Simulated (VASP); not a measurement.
The system is Ti.

```
Ti
1.0
     2.95000    0.00000    0.00000
    -1.47500    2.55477    0.00000
     0.00000    0.00000    4.68000
Ti
2
Direct
  0.33333 0.66667 0.25000
  0.66667 0.33333 0.75000
```

| Property | Result |
| --- | --- |
| Program | VASP 6.6.1 |
| Task | relaxation of volume and atoms at fixed shape |
| Functional | PBEsol |
| Potentials or basis | VASP PAW PBE potentials, release 64 (Ti_sv) |
| Cutoff | 500 eV |
| k mesh | 10 × 10 × 5 |
| Occupations | gaussian, width 0.05 eV |
| Spin | no spin polarisation |

At the start: pressure -6.1 GPa; volume 17.64 Å³/atom.

**Question.** How do energy, volume and symmetry change on relaxing?

**Answer.** Over 3 steps the energy falls by 19.1 meV/atom and the volume is 16.67 Å³/atom (-5.5 %); space group P6_3/mmc (No. 194, to 0.05 Å).

Step by step:
```csv
step,energy change (eV),largest force (eV/Å),pressure (GPa),volume (Å³)
1,0.0000,0.0000,-6.09,35.27
2,-0.0157,0.0000,5.34,31.96
3,-0.0382,0.0000,-0.03,33.35
```

Final structure:
```yaml
crystal:
  lattice:
    - [2.89540, 0.00000, 0.00000]
    - [-1.44770, 2.50749, 0.00000]
    - [0.00000, 0.00000, 4.59337]
  atoms:
    - { symbol: Ti, position: [0.33333, 0.66667, 0.25000] }
    - { symbol: Ti, position: [0.66667, 0.33333, 0.75000] }
```

Caveat: the PAW data sets were made with another functional, which shifts forces and pressure a little.
